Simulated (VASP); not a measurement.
Runs of VASP 6.6.1 on Sb. The structure is that of space group Fd-3m (No. 227), or close to it. The cells are those of the table. 

```csv
level,cell,k mesh,smearing,gap on the mesh (eV),pressure (GPa)
PBE,"a = 4.879 Å, angles 60.0°, 2 atoms",14 × 14 × 14,fermi-dirac 0.0612256 eV,none,1.3
PBE,"a = 4.946 Å, angles 60.0°, 2 atoms",9 × 9 × 9,fermi-dirac 0.0612256 eV,none,(a)
PBE,"a = 4.946 Å, angles 60.0°, 2 atoms",14 × 14 × 14,fermi-dirac 0.0612256 eV,none,(b)
PBE,"a = 4.845 Å, angles 60.0°, 2 atoms",9 × 9 × 9,fermi-dirac 0.0612256 eV,none,2.3
r2SCAN,"a = 4.913 Å, angles 60.0°, 2 atoms",9 × 9 × 9,fermi-dirac 0.1 eV,none,0.0
```

Alike in all rows: task single point; potentials or basis VASP PAW PBE potentials, release 64 (Sb); no spin polarisation; cutoff (eV) 520.

Task: Fill in the values left out.

Result: (a) 0.1; (b) -0.1.

Caveats: spin-orbit coupling is left out, which moves the levels of the heavy elements; the PAW data sets were made with another functional, which shifts forces and pressure a little (some runs).

A k mesh can miss the band edges, and the runs leave out spin-orbit coupling on Sb.

A gap of «none» marks levels without a gap at the run's occupations.
